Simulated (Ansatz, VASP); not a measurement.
## One calculation of RuS2, two programs

```
CELL_PARAMETERS angstrom
4.05873 0.00000 0.00000
0.00000 4.05873 0.00000
0.00000 0.00000 2.97751
ATOMIC_POSITIONS crystal
Ru 0.00000 0.00000 0.00000
S 0.50000 0.00000 0.50000
S 0.00000 0.50000 0.50000
```

Change from the starting cell: ordered vacancies on the cation sites of caesium chloride (P4/mmm, No. 123).

Alike in both runs: functional PBE; k mesh 12 × 12 × 16; occupations gaussian, width 0.1 eV; no spin polarisation.

Ansatz relaxed the structure, and its values are those at the end. VASP's run is a single point on that final structure, the one shown.

|  | VASP | Ansatz |
| --- | --- | --- |
| version | VASP 6.6.1 | Ansatz 0.2.0 |
| potentials or method | VASP PAW PBE potentials, release 64 (Ru_pv, S), cutoff 520 eV | scalar-relativistic, plane waves, PAW |
| valence electrons in the cell | 26 | 28 |

VASP gave:

```
gap on the k mesh at the Fermi level (eV) : none
pressure (GPa)                            : -0.1
```

Problem. Which values does Ansatz return?

Solution. gap on the k mesh at the Fermi level (eV): none; pressure (GPa): 0.0.

A gap of «none» marks a metal or a gap that the smearing closes. The functional is the same, so the differences come from potentials, cutoffs and numerics. VASP's potentials hold 26 valence electrons a cell and Ansatz's 28, so a difference there can come from the potentials and not from the codes.
